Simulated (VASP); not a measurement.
Crystal: TlZn2.

```
CELL_PARAMETERS angstrom
3.85736 0.00000 0.00000
-1.92868 3.34057 0.00000
0.00000 0.00000 4.16492
ATOMIC_POSITIONS crystal
Zn 0.33333 0.66667 0.50000
Zn 0.66667 0.33333 0.50000
Tl 0.00000 0.00000 0.00000
```

```yaml
Program: VASP 6.6.1
Task: relaxation of cell and atoms
Functional: PBE
Potentials_or_basis: VASP PAW PBE potentials, release 64 (Zn, Tl_d)
Cutoff: 600 eV
k_mesh: 6 × 6 × 4
Occupations: gaussian, width 0.1 eV
Spin: no spin polarisation
```

At the start: pressure 19.8 GPa; volume 17.89 Å³/atom.

Problem. Where does the relaxation end?

Solution. Over 8 steps the energy falls by 351.0 meV/atom and the volume is 22.43 Å³/atom (+25.4 %); space group P6/mmm (No. 191, to 0.05 Å).

Step by step:
```tsv
step	energy change (eV)	largest force (eV/Å)	pressure (GPa)	volume (Å³)
1	0.0000	0.0000	19.82	53.67
2	-0.9874	0.0000	-1.15	72.52
3	-0.9885	0.0000	-0.53	71.24
4	-0.9889	0.0000	-0.75	71.66
5	-1.0162	0.0000	-0.64	70.77
6	-1.0526	0.0000	-0.30	67.95
7	-1.0526	0.0000	-0.34	68.03
8	-1.0531	0.0000	0.10	67.30
```

Final structure:
```yaml
crystal:
  lattice:
    - [4.43620, 0.00000, 0.00000]
    - [-2.21810, 3.84186, 0.00000]
    - [0.00000, 0.00000, 3.94851]
  atoms:
    - { symbol: Zn, position: [0.33333, 0.66667, 0.50000] }
    - { symbol: Zn, position: [0.66667, 0.33333, 0.50000] }
    - { symbol: Tl, position: [0.00000, 0.00000, 0.00000] }
```

Caveat: the k points lie up to 0.40 Å⁻¹ apart in the final cell; the volume moved by over 15 % at a fixed basis, so the end points are rough.
